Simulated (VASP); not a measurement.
## Al2GaAs3: relaxation of cell and atoms with PBE

Crystal: Al2GaAs3.

```
Al Ga As
1.0
     4.05535    0.00000    0.00000
    -2.02767    3.51203    0.00000
     0.00000    0.00000    9.91199
Al Ga As
2 1 3
Direct
  0.00000 0.00000 0.00054
  0.66667 0.33333 0.33355
  0.33333 0.66667 0.66642
  0.00000 0.00000 0.75070
  0.33333 0.66667 0.41562
  0.66667 0.33333 0.08317
```

```yaml
Program: VASP 6.6.1
Task: relaxation of cell and atoms
Functional: PBE
Potentials_or_basis: VASP PAW PBE potentials, release 64 (Al, Ga_d, As)
Cutoff: 500 eV
k_mesh: 12 × 12 × 4
Occupations: gaussian, width 0.02 eV
Spin: no spin polarisation
Dipole_correction: no
Further_INCAR_settings: ALGO = Normal; EDIFF = 1e-07; IBRION = 2; EDIFFG = -0.01; NSW = 100; ISIF = 3
```

```json
{
 "Relaxed volume": "23.63 Å³/atom",
 "Relaxed cell": "a = 4.060 Å, b = 4.060 Å, c = 9.932 Å, α = 90.00°, β = 90.00°, γ = 120.00°",
 "Space group after relaxing (to 0.1 Å)": "P3m1 (No. 156)",
 "Energy gained by relaxing": "0.1 meV/atom",
 "Ionic steps": "3",
 "Pressure after relaxing": "0.0 GPa",
 "Largest force after relaxing": "0.010 eV/Å",
 "Band gap on the k mesh": "0.93 eV"
}
```

Forces on the atoms (eV/Å):
```
Al   0.000  0.000 -0.008
Al   0.000  0.000 -0.009
Ga   0.000  0.000 -0.007
As   0.000  0.000  0.008
As   0.000  0.000  0.007
As   0.000  0.000  0.010
```

The path:
```tsv
step	energy change (eV)	largest force (eV/Å)	pressure (GPa)	volume (Å³)
1	0.0000	0.0032	0.27	141.17
2	-0.0005	0.0118	-0.11	141.98
3	-0.0005	0.0096	-0.01	141.76
```

Final structure:
```cif
data_structure
_symmetry_space_group_name_H-M 'P 1'
_symmetry_Int_Tables_number 1
_cell_length_a 4.0597
_cell_length_b 4.0597
_cell_length_c 9.9322
_cell_angle_alpha 90.000
_cell_angle_beta 90.000
_cell_angle_gamma 120.000
_cell_volume 141.76
loop_
_atom_site_label
_atom_site_type_symbol
_atom_site_fract_x
_atom_site_fract_y
_atom_site_fract_z
_atom_site_occupancy
Al1 Al 0.00000 0.00000 0.00054 1
Al2 Al 0.66667 0.33333 0.33355 1
Ga1 Ga 0.33333 0.66667 0.66642 1
As1 As 0.00000 0.00000 0.75069 1
As2 As 0.33333 0.66667 0.41562 1
As3 As 0.66667 0.33333 0.08318 1
```

Levels at points of the mesh, in eV from the valence-band top:
```
           k point  band 15  band 16  band 17  band 18  band 19  band 20
(0.00, 0.00, 0.00)    -0.02     0.00     0.00     0.93     1.88     2.02
(0.50, 0.00, 0.00)    -2.13    -1.39    -1.30     1.48     1.98     2.63
(0.00, 0.00, 0.50)    -0.43    -0.18    -0.18     1.38     2.15     2.44
(0.50, 0.00, 0.50)    -1.98    -0.91    -0.90     1.52     1.95     2.14
```

Run time: 3.5 min on 1 thread of Intel(R) Xeon(R) 6975P-C (Granite Rapids), with other jobs on the host, peak memory 0.38 GiB.

A k mesh can miss the band edges.
